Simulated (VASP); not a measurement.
Set up this calculation in VASP 6.6.1, as the native input.

```
Task                   : single point
Functional             : PBE
Potentials or basis    : VASP PAW PBE potentials, release 64 (Co)
Cutoff                 : 520 eV
k mesh                 : 12 × 12 × 12
Occupations            : fermi-dirac, width 0.08 eV
Spin                   : collinear spin, ferrimagnetic start
Starting moments       : [1.7, 1.7, 1.7, -1.7] μB
Dipole correction      : no
Further INCAR settings : ALGO = Normal; EDIFF = 1e-06; NBANDS = 30
```

The structure of Co lies in POSCAR:

```
Co
1.0
    2.5074000000      0.0000000000      0.0000000000
    0.0000000000      4.3429441948      0.0000000000
    1.2537000000      2.1714720974      4.0699000000
Co
4
Direct
    0.8750000000      0.2083333334      0.2500000000
    0.3750000000      0.7083333334      0.2500000000
    0.1250000000      0.7916666666      0.7500000000
    0.6250000000      0.2916666666      0.7500000000
```

The input as run:

INCAR

```
  PREC = Accurate
  ENCUT = 520
  EDIFF = 1E-6
  ISMEAR = -1
  SIGMA = 0.08
  LREAL = F
  LASPH = T
  NELM = 150
  ALGO = Normal
  ISIF = 2
  LWAVE = F
  LCHARG = T
  ISPIN = 2
  MAGMOM = 1.7 1.7 1.7 -1.7
  LORBIT = 11
  LMAXMIX = 4
  GGA = PE
  LELF = T
  LVHAR = T
  NBANDS = 30
```

KPOINTS

```
Automatic mesh
0
Gamma
  12 12 12
```

Potentials or basis: VASP PAW PBE potentials, release 64 (Co).

Run with:

```console
$ cat potpaw_PBE.64/Co/POTCAR > POTCAR
$ mpirun -np 1 vasp_std > vasp.out
```

It gave:

```yaml
Pressure: -4.5 GPa
Net_moment: 6.52 μB per cell
Site_moments: Co +1.65 μB
Valence_electrons_inside_the_program's_atomic_spheres: Co 8.23
```

It took 8.7 min on 1 thread of AMD EPYC 9R45 96-Core Processor (Zen 5), with other jobs on the host, peak memory 0.52 GiB.
